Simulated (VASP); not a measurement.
A run of VASP 6.6.1 is set up as follows.

Contents of INCAR:

```
PREC = Accurate
ENCUT = 520
EDIFF = 1E-6
ISMEAR = -1
SIGMA = 0.05
LREAL = F
LASPH = T
NELM = 60
ALGO = Normal
ISIF = 2
LWAVE = F
LCHARG = F
LDIPOL = T
IDIPOL = 3
DIPOL = 0.5 0.5 0.500
GGA = PS
NBANDS = 21
```

The input KPOINTS:

```
regular mesh
0
Gamma
  10 10 1
```

POSCAR

```
Si
1.0
    4.6952399906      0.0000000000      0.0000000000
    1.5650799969      3.4996252632      0.0000000000
    0.0000000000      0.0000000000     20.2861000000
Si
6
Direct
    0.0000000000      0.7500000000      0.3943575134
    0.4000000000      0.0500000000      0.4366145081
    0.8000000000      0.3500000000      0.4788715027
    0.2000000000      0.6500000000      0.5211284973
    0.6000000000      0.9500000000      0.5633854919
    0.0000000000      0.2500000000      0.6056424866
```

Potentials or basis: VASP PAW PBE potentials, release 64 (Si).

Run with:

```bash
$ cat potpaw_PBE.64/Si/POTCAR > POTCAR
$ mpirun -np 1 vasp_std > vasp.out
```

(1) Predict the band gap on the k mesh.

(2) Estimate the largest force.

Answers

(1) zero (band 12 reaches 0.66 eV, above the bottom of band 13 at -0.96 eV).

(2) 1.290 eV/Å.

Caveat: the PAW data sets were made with another functional, which shifts forces and pressure a little.
